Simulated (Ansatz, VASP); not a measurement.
**GaN in VASP and in Ansatz**

File INCAR:

```
PREC = Accurate
ENCUT = 520
EDIFF = 1E-8
ISMEAR = -1
SIGMA = 0.02
LREAL = F
LASPH = T
NELM = 120
ALGO = Normal
ISIF = 2
LWAVE = F
LCHARG = F
GGA = CA
LEFG = T
NBANDS = 16
GGA_COMPAT = F
```

Contents of KPOINTS:

```
regular mesh
0
Gamma
  12 12 12
```

POSCAR

```
GaN
1.0
    0.0000000000      1.9925000000      1.9925000000
    1.9925000000      0.0000000000      1.9925000000
    1.9925000000      1.9925000000      0.0000000000
Ga N
1 1
Direct
    0.5000000000      0.5000000000      0.5000000000
    0.0000000000      0.0000000000      0.0000000000
```

Input for Ansatz:

```yaml
crystal:
  lattice:
    - [0.0, 1.9925, 1.9925]
    - [1.9925, 0.0, 1.9925]
    - [1.9925, 1.9925, 0.0]
  atoms:
    - { symbol: Ga, position: [0.5, 0.5, 0.5] }
    - { symbol: "N", position: [0.0, 0.0, 0.0] }
kpoints:
  mp_grid: { grid: [12, 12, 12] }
scf:
  occupations: { method: fermi_dirac, width: 0.02 }
hamiltonian:
  xc: lda
  pseudopotentials: { kind: paw, frozen_core: stored }
output:
  forces: true
  stress: true
  populations: true
  efg: { quadrupole_moments_barn: { Ga: 0.107, "N": 0.02044 } }
```

Alike in both runs: task electric field gradients; functional LDA; k mesh 12 × 12 × 12; occupations fermi-dirac, width 0.02 eV; no spin polarisation.

```csv
,VASP,Ansatz
version,VASP 6.6.1,Ansatz 0.2.0
potentials or method,"VASP PAW LDA potentials, release 64 (Ga_d, N)","plane-wave PAW, scalar-relativistic"
plane-wave cutoff (eV),520,420
valence electrons in the cell,18,18
```

Ansatz gave:

```
gap on the k mesh at the Fermi level (eV) : 1.61
```

Q: Estimate VASP's values.

A: gap on the k mesh at the Fermi level (eV): 1.63.

Ansatz warns that its potentials were made for another functional, while VASP's fit it. LDA's correlation is that of Perdew and Zunger in VASP and of Perdew and Wang (1992) in Ansatz.
